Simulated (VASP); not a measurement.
Write the native input for VASP 6.6.1 that does the following.

```yaml
Task: single point
Functional: PBE
Potentials_or_basis: VASP PAW PBE potentials, release 64 (In_d, B)
Cutoff: 520 eV
k_mesh: 20 × 20 × 20
Occupations: gaussian, width 0.1 eV
Spin: no spin polarisation
Dipole_correction: no
Further_INCAR_settings: ALGO = Fast; EDIFF = 1e-07; NBANDS = 22
```

The structure of In2B lies in POSCAR:

```
In2B
1.0
   -1.5875324947      1.5875324947      5.8701031213
    1.5875324947     -1.5875324947      5.8701031213
    1.5875324947      1.5875324947     -5.8701031213
In B
2 1
Direct
    0.6342974154      0.6342974154      0.0000000000
    0.3657025846      0.3657025846      0.0000000000
    0.0000000000      0.0000000000      0.0000000000
```

These files were run (other wordings do the same):

INCAR

```
ALGO = Fast ; EDIFF = 1E-7
ENCUT = 520 ; GGA = PE
ISIF = 2 ; ISMEAR = 0
LASPH = T ; LCHARG = F
LREAL = F ; LWAVE = F
NBANDS = 22 ; NELM = 80
PREC = Accurate ; SIGMA = 0.1
```

KPOINTS

```
k-points
0
Gamma
  20 20 20
```

Potentials or basis: VASP PAW PBE potentials, release 64 (In_d, B).

Command:

```bash
$ cat potpaw_PBE.64/In_d/POTCAR potpaw_PBE.64/B/POTCAR > POTCAR
$ mpirun -np 1 vasp_std > vasp.out
```

It gave:

The pressure is 0.0 GPa and the band gap on the k mesh is zero (an odd number of electrons rules out a gap without spin polarisation).

Caveat: spin-orbit coupling is left out, which moves the levels of the heavy elements.

It took 50 min on 1 thread of Oxide Virtual Turin-like Processor, with other jobs on the host, peak memory 0.85 GiB.
